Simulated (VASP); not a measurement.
Input of a VASP 6.6.1 run:

File INCAR:

```
PREC = Accurate
ENCUT = 520
EDIFF = 1E-7
ISMEAR = -1
SIGMA = 0.03
LREAL = False
LASPH = True
NELM = 60
ALGO = Normal
ISIF = 2
LWAVE = False
LCHARG = True
GGA = CA
LELF = True
LVHAR = True
NBANDS = 33
```

File KPOINTS:

```
regular mesh
0
Gamma
  5 5 8
```

POSCAR

```
TaN
1.0
    5.1849992558     -0.0259249963     -0.0259249963
   -2.6149513333      4.5033035722     -0.0094892072
   -0.0145400000     -0.0145400000      2.9080000000
Ta N
3 3
Direct
    0.0000000000      0.0000000000      0.0000000000
    0.3333333333      0.6666666667      0.5000000000
    0.6666666667      0.3333333333      0.5000000000
    0.5000000000      0.0000000000      0.0000000000
    0.5000000000      0.5000000000      0.0000000000
    0.0000000000      0.5000000000      0.0000000000
```

Potentials or basis: VASP PAW LDA potentials, release 64 (Ta_pv, N).

Command:

```console
$ cat potpaw_LDA.64/Ta_pv/POTCAR potpaw_LDA.64/N/POTCAR > POTCAR
$ mpirun -np 1 vasp_std > vasp.out
```

(1) Estimate the largest force.

(2) Estimate the band gap on the k mesh.

## Answers

(1) 0.142 eV/Å.

(2) zero (bands 24 and 25 overlap by 2.03 eV).

Caveat: the cell differs from its parent crystal (equal xy, yz and zx shear strains of -1 %); spin-orbit coupling is left out, which moves the levels of the heavy elements.
